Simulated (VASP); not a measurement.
# Cd (Fm-3m) in VASP: further runs

Cd is run at these levels: r2SCAN; tasks: single point, relaxation of cell and atoms.

Everything below comes from runs of VASP 6.6.1. Logs are shortened: lines on timing, memory, paths and dates and some standing lists are left out, and cuts for length are marked.

## 1. The cell of the first run

The structure is cubic, space group Fm-3m (No. 225). The conventional cell has a = 4.414 Å, b = 4.414 Å, c = 4.414 Å, α = 90.00°, β = 90.00°, γ = 90.00°. Within 4.1 Å of Cd (site symmetry m-3m) lie 12 Cd at 3.12 Å.

This isn't the form of Cd at room conditions, which is hcp.

## 2. Single point, r2SCAN

POSCAR

```
Cd
1.0
    0.0000000000      2.2068875291      2.2068875291
    2.2068875291      0.0000000000      2.2068875291
    2.2068875291      2.2068875291      0.0000000000
Cd
1
Direct
    0.0000000000      0.0000000000      0.0000000000
```

INCAR.step1

```
PREC     = Accurate       # precision mode
ENCUT    = 550            # plane-wave cutoff, eV
ISMEAR   = 0              # smearing method
SIGMA    = 0.1            # smearing width, eV
LREAL    = False          # projectors in reciprocal space
LASPH    = True           # aspherical terms in the spheres
NELM     = 120            # most SCF steps
NBANDS   = 12             # bands
GGA      = PE             # functional
ALGO     = Normal         # electronic algorithm
EDIFF    = 1E-5           # SCF threshold, eV
LWAVE    = True           # write WAVECAR
LCHARG   = False          # write CHGCAR
GGA_COMPAT= False
```

INCAR.step2

```
PREC     = Accurate       # precision mode
ENCUT    = 550            # plane-wave cutoff, eV
EDIFF    = 1E-6           # SCF threshold, eV
ISMEAR   = 0              # smearing method
SIGMA    = 0.1            # smearing width, eV
LREAL    = False          # projectors in reciprocal space
LASPH    = True           # aspherical terms in the spheres
NELM     = 120            # most SCF steps
ALGO     = Normal         # electronic algorithm
ISIF     = 2              # what is computed and relaxed
LWAVE    = False          # write WAVECAR
LCHARG   = False          # write CHGCAR
METAGGA  = R2SCAN         # meta-GGA
LMIXTAU  = True         
NBANDS   = 12             # bands
ISTART   = 1            
GGA_COMPAT= False
```

KPOINTS

```
regular mesh
0
Gamma
  7 7 7
```

Potentials or basis: VASP PAW PBE potentials, release 64 (Cd).

Started as:

```console
> cat potpaw_PBE.64/Cd/POTCAR > POTCAR
> cp INCAR.step1 INCAR
> mpirun -np 1 vasp_std > vasp.out
> cp INCAR.step2 INCAR
> mpirun -np 1 vasp_std > vasp.out
```

OUTCAR:

```text
PREC = Accurate
   ENCUT = 550
   EDIFF = 1E-6
   ISMEAR = 0
   LREAL = False
   LASPH = True
   NELM = 120
   ISIF = 2
   METAGGA = R2SCAN
   ISTART = 1

 ion  position               nearest neighbor table
   1  0.000  0.000  0.000-

  LATTYP: Found a face centered cubic cell.
 ALAT       =     4.4137750582

  Lattice vectors:

 A1 = (   0.0000000000,   2.2068875291,   2.2068875291)
 A2 = (   2.2068875291,   0.0000000000,   2.2068875291)
 A3 = (   2.2068875291,   2.2068875291,   0.0000000000)

Analysis of symmetry for initial positions (statically):
=====================================================================
 Subroutine PRICEL returns:
 Original cell was already a primitive cell.

 Routine SETGRP: Setting up the symmetry group for a
 face centered cubic supercell.

 Subroutine GETGRP returns: Found 48 space group operations
 (whereof 48 operations were pure point group operations)
 out of a pool of 48 trial point group operations.

The static configuration has the point symmetry O_h .

Analysis of symmetry for dynamics (positions and initial velocities):
=====================================================================
 Subroutine PRICEL returns:
 Original cell was already a primitive cell.

 Routine SETGRP: Setting up the symmetry group for a
 face centered cubic supercell.

 Subroutine GETGRP returns: Found 48 space group operations
 (whereof 48 operations were pure point group operations)
 out of a pool of 48 trial point group operations.

The dynamic configuration has the point symmetry O_h .

 Subroutine INISYM returns: Found 48 space group operations
 (whereof 48 operations are pure point group operations),
 and found     1 'primitive' translations

----------------------------------------------------------------------------------------

                                     Primitive cell

  volume of cell :      21.4966

  direct lattice vectors                    reciprocal lattice vectors
     0.000000000  2.206887529  2.206887529    -0.226563426  0.226563426  0.226563426
     2.206887529  0.000000000  2.206887529     0.226563426 -0.226563426  0.226563426
     2.206887529  2.206887529  0.000000000     0.226563426  0.226563426 -0.226563426

  length of vectors
     3.121010274  3.121010274  3.121010274     0.392419365  0.392419365  0.392419365

  position of ions in fractional coordinates (direct lattice)
     0.000000000  0.000000000  0.000000000

  ion indices of the primitive-cell ions
   primitive index   ion index
                 1           1

----------------------------------------------------------------------------------------

 KPOINTS: regular mesh

Automatic generation of k-mesh.
 Grid dimensions read from file:
 generate k-points for:    7    7    7

 Generating k-lattice:

  Cartesian coordinates                     Fractional coordinates (reciprocal lattice)
    -0.032366204  0.032366204  0.032366204     0.142857143  0.000000000  0.000000000
     0.032366204 -0.032366204  0.032366204     0.000000000  0.142857143  0.000000000
     0.032366204  0.032366204 -0.032366204     0.000000000  0.000000000  0.142857143

  Length of vectors
     0.056059909  0.056059909  0.056059909

  Shift w.r.t. Gamma in fractional coordinates (k-lattice)
     0.000000000  0.000000000  0.000000000

 Subroutine IBZKPT returns following result:
 ===========================================

 Found     20 irreducible k-points:

 Following reciprocal coordinates:
            Coordinates               Weight
  0.000000  0.000000  0.000000      1.000000
  0.142857  0.000000  0.000000      8.000000
  0.285714  0.000000  0.000000      8.000000
  0.428571  0.000000  0.000000      8.000000
  0.142857  0.142857  0.000000      6.000000
  0.285714  0.142857  0.000000     24.000000
[... 12 lines left out ...]
 -0.428571  0.428571  0.142857     24.000000
 -0.285714  0.428571  0.142857     24.000000
   k-points           NKPTS =     20   k-points in BZ     NKDIM =     20   number of bands    NBANDS=     12
   number of dos      NEDOS =    301   number of ions     NIONS =      1
   total plane-waves  NPLWV =  13824
   dimension x,y,z NGX =    24 NGY =   24 NGZ =   24
   dimension x,y,z NGXF=    48 NGYF=   48 NGZF=   48
   ions per type =               1
   NGX,Y,Z   is equivalent  to a cutoff of  12.78, 12.78, 12.78 a.u.
   NGXF,Y,Z  is equivalent  to a cutoff of  25.57, 25.57, 25.57 a.u.
 SYSTEM =  unknown system
   PREC   = accura    normal or accurate (medium, high low for compatibility)
   ISTART =      1    job   : 0-new  1-cont  2-samecut
   ICHARG =      0    charge: 1-file 2-atom 10-const
   ISPIN  =      1    spin polarized calculation?
   LNONCOLLINEAR =      F non collinear calculations
   LSORBIT =      F    spin-orbit coupling
   LASPH  =      T    aspherical Exc in radial PAW
   ENCUT  =  550.0 eV  40.42 Ry    6.36 a.u.   5.97  5.97  5.97*2*pi/ulx,y,z
   NELM   =    120;   NELMIN=  2; NELMDL=  0     # of ELM steps
   EDIFF  = 0.1E-05   stopping-criterion for ELM
   LREAL  =      F    real-space projection
   EDIFFG = 0.1E-04   stopping-criterion for IOM
   NSW    =      0    number of steps for IOM
   IBRION =     -1    ionic relax: 0-MD 1-quasi-New 2-CG
   NFREE  =      0    steps in history (QN), initial steepest desc. (CG)
   ISIF   =      2    stress and relaxation
   ISYM   =      2    0-nonsym 1-usesym 2-fastsym
   POTIM  = 0.5000    time-step for ionic-motion
   TEBEG  =    0.0;   TEEND  =   0.0 temperature during run
   PSTRESS=    0.0 pullay stress
   NELECT =      12.0000    total number of electrons
   NUPDOWN=      -1.0000    fix difference up-down
   EMIN   =  10.00;   EMAX   =-10.00  energy-range for DOS
   EFERMI =   0.00;   METHOD = LEGACY
   ISMEAR =     0;   SIGMA  =   0.10  broadening in eV -4-tet -1-fermi 0-gaus
   EFERMI_NEDOS =   21; number of points for ismear=-14 and -15
   IALGO  =     38    algorithm
   IMIX   =      4    mixing-type and parameters
     AMIX     =   0.40;   BMIX     =  1.00
     AMIX_MAG =   1.60;   BMIX_MAG =  1.00
  volume/ion in A,a.u.               =      21.50       145.07
  Fermi-wavevector in a.u.,A,eV,Ry     =   1.347964  2.547283 24.721890  1.817008
  Thomas-Fermi vector in A             =   2.475672
   LORBIT       =      0    0 simple, 1 ext, 2 COOP (PROOUT), +10 PAW based schemes
   METAGGA = R2SCAN    functional components
   LHFCALC =     F    Hartree Fock is set to
   AEXX    =    0.0000 exact exchange contribution
   IVDW    =     0    specifies the selected vdW correction
   LEPSILON=     F    determine dielectric tensor
   LRPA    =     F    only Hartree local field effects (RPA)
 non-spin polarized calculation
 Gauss-broadening in eV      SIGMA  =   0.10
  energy-cutoff  :      550.00
  volume of cell :       21.50
 maximum number of plane-waves:       640
   NGX = 11   NGY = 11   NGZ = 11

 number of electron      12.0000006 magnetization

 Free energy of the ion-electron system (eV)
  ---------------------------------------------------
  ext. energy  EPLUGINS =         0.00000000
  ---------------------------------------------------
  free energy    TOTEN  =       -20.12036202 eV

  energy without entropy =      -20.12036201  energy(sigma->0) =      -20.12036201

 E-fermi :   2.9052     XC(G=0): -11.8638

 val. band max:        2.5494467427   @ k =  -0.4286   0.4286   0.0000
 cond. band min:       3.2553726488   @ k =   0.4286   0.0000   0.0000
 fundamental gap:      0.7059259062
 Fermi energy:         2.9051859265

 k-point     1 :       0.0000    0.0000    0.0000
  band No.  band energies     occupation
      1      -6.7185      2.00000
      2      -6.7185      2.00000
      3      -6.7185      2.00000
      4      -6.3548      2.00000
      5      -6.2414      2.00000
      6      -6.2414      2.00000
      7      17.3824      0.00000
      8      18.7891      0.00000
      9      18.7891      0.00000
     10      18.7891      0.00000
     11      22.0861      0.00000
     12      22.0861      0.00000

 k-point     2 :       0.1429    0.0000    0.0000
  band No.  band energies     occupation
      1      -6.8081      2.00000
      2      -6.6445      2.00000
      3      -6.6445      2.00000
      4      -6.2490      2.00000
      5      -6.2490      2.00000
      6      -5.7580      2.00000
      7      13.7986      0.00000
      8      17.7096      0.00000
      9      18.0485      0.00000
     10      18.0485      0.00000
     11      22.5183      0.00000
     12      23.2791      0.00000

 k-point     3 :       0.2857    0.0000    0.0000
  band No.  band energies     occupation
      1      -7.0473      2.00000
      2      -6.6288      2.00000
      3      -6.6288      2.00000
      4      -6.1018      2.00000
      5      -6.1018      2.00000
      6      -3.9279      2.00000
      7       8.1761      0.00000
      8      17.0311      0.00000
      9      17.0311      0.00000
     10      17.3106      0.00000
     11      21.5268      0.00000
     12      21.5268      0.00000
[... 226 lines left out ...]
 k-point    19 :      -0.4286    0.4286    0.1429
  band No.  band energies     occupation
      1      -7.1545      2.00000
      2      -7.0790      2.00000
      3      -6.2538      2.00000
      4      -5.9976      2.00000
      5      -5.8024      2.00000
      6       1.4438      2.00000
      7       6.6904      0.00000
      8       7.7340      0.00000
      9       8.3811      0.00000
     10      17.8054      0.00000
     11      18.5435      0.00000
     12      25.5977      0.00000

 k-point    20 :      -0.2857    0.4286    0.1429
  band No.  band energies     occupation
      1      -7.0200      2.00000
      2      -6.8080      2.00000
      3      -6.5483      2.00000
      4      -6.1724      2.00000
      5      -5.8065      2.00000
      6       3.7423      0.00000
      7       4.5561      0.00000
      8       5.7955      0.00000
      9       9.0230      0.00000
     10      18.6387      0.00000
     11      23.2983      0.00000
     12      23.4417      0.00000

------------------------ aborting loop because EDIFF is reached ----------------------------------------

  FORCE on cell =-STRESS in cart. coord.  units (eV):
  Direction    XX          YY          ZZ          XY          YZ          ZX
  --------------------------------------------------------------------------------------
  -------------------------------------------------------------------------------------
  Total        0.0428380      0.0428380      0.0428380      0.0000000      0.0000000      0.0000000
  in kB        3.1927823      3.1927823      3.1927823      0.0000000      0.0000000      0.0000000
  external PRESSURE =       3.1927823 kB  Pullay stress =       0.0000000 kB

 VOLUME and BASIS-vectors are now :
 -----------------------------------------------------------------------------
  energy-cutoff  :      550.00
  volume of cell :       21.50
      direct lattice vectors                 reciprocal lattice vectors
     0.000000000  2.206887529  2.206887529    -0.226563426  0.226563426  0.226563426
     2.206887529  0.000000000  2.206887529     0.226563426 -0.226563426  0.226563426
     2.206887529  2.206887529  0.000000000     0.226563426  0.226563426 -0.226563426

 POSITION                                       TOTAL-FORCE (eV/Angst)
 -----------------------------------------------------------------------------------
      0.00000      0.00000      0.00000         0.000000      0.000000      0.000000
 -----------------------------------------------------------------------------------
    total drift:                                0.000000      0.000000      0.000000

  FREE ENERGIE OF THE ION-ELECTRON SYSTEM (eV)
  ---------------------------------------------------
  free  energy   TOTEN  =       -20.1203620212 eV

  energy  without entropy=      -20.1203620087  energy(sigma->0) =      -20.12036201
```

Run time: 10 s. Hardware: 1 thread of Intel Xeon 6975P-C (Granite Rapids), shared host; peak memory 0.14 GiB.

What came out:

* Free energy: -20.1204 eV
* Pressure: 0.3 GPa
* Band gap on the k mesh: zero (bands 6 and 7 overlap by 1.43 eV)

Caveat: the PAW data sets were made with another functional, which shifts forces and pressure a little.

## 3. Relaxation of cell and atoms, r2SCAN

This run uses another cell than the first one, of 21.59 Å³/atom.

POSCAR

```
Cd
1.0
    0.0000000000      2.2100000000      2.2100000000
    2.2100000000      0.0000000000      2.2100000000
    2.2100000000      2.2100000000      0.0000000000
Cd
1
Direct
    0.0000000000      0.0000000000      0.0000000000
```

INCAR.step1

```
PREC = Accurate ; ENCUT = 550
ISMEAR = 0 ; SIGMA = 0.1
LREAL = F ; LASPH = T
NELM = 120 ; GGA = PE
ALGO = Normal ; EDIFF = 1E-5
LWAVE = T ; LCHARG = F
GGA_COMPAT = F ; IBRION = 2
ISIF = 3 ; EDIFFG = -0.005
NELMIN = 4 ; NSW = 100
```

INCAR.step2

```
PREC = Accurate ; ENCUT = 550
EDIFF = 1E-7 ; ISMEAR = 0
SIGMA = 0.1 ; LREAL = F
LASPH = T ; NELM = 120
ALGO = Normal ; ISIF = 3
LWAVE = F ; LCHARG = F
METAGGA = R2SCAN ; LMIXTAU = T
IBRION = 2 ; NSW = 80
EDIFFG = -0.03 ; ISTART = 1
GGA_COMPAT = F ; NELMIN = 4
```

KPOINTS is that of step 2.

Potentials or basis: VASP PAW PBE potentials, release 64 (Cd).

Started as:

```console
> cat potpaw_PBE.64/Cd/POTCAR > POTCAR
> cp INCAR.step1 INCAR
> mpirun -np 1 vasp_std > vasp.out
> cp INCAR.step2 INCAR
> mpirun -np 1 vasp_std > vasp.out
```

Run time: 13 s. Hardware: 1 thread of Intel Xeon 6975P-C (Granite Rapids), shared host; peak memory 0.14 GiB.

The run converged. Its results:

```
Free energy             : -20.1205 eV
Pressure after relaxing : 0.1 GPa
Band gap on the k mesh  : zero (bands 6 and 7 overlap by 1.43 eV)
```

Final structure:
```
Cd
1.0
     0.00000    2.21000    2.21000
     2.21000    0.00000    2.21000
     2.21000    2.21000    0.00000
Cd
1
Direct
  0.00000 0.00000 0.00000
```

Levels at points of the mesh, in eV from the Fermi level:
```csv
k point,band 2,band 3,band 4,band 5,band 6,band 7,band 8,band 9,band 10
"(0.00, 0.00, 0.00)",-9.61,-9.61,-9.23,-9.14,-9.14,14.46,15.84,15.84,15.84
```

Caveat: the relaxation stopped at its first step, so nothing moved; the PAW data sets were made with another functional, which shifts forces and pressure a little.
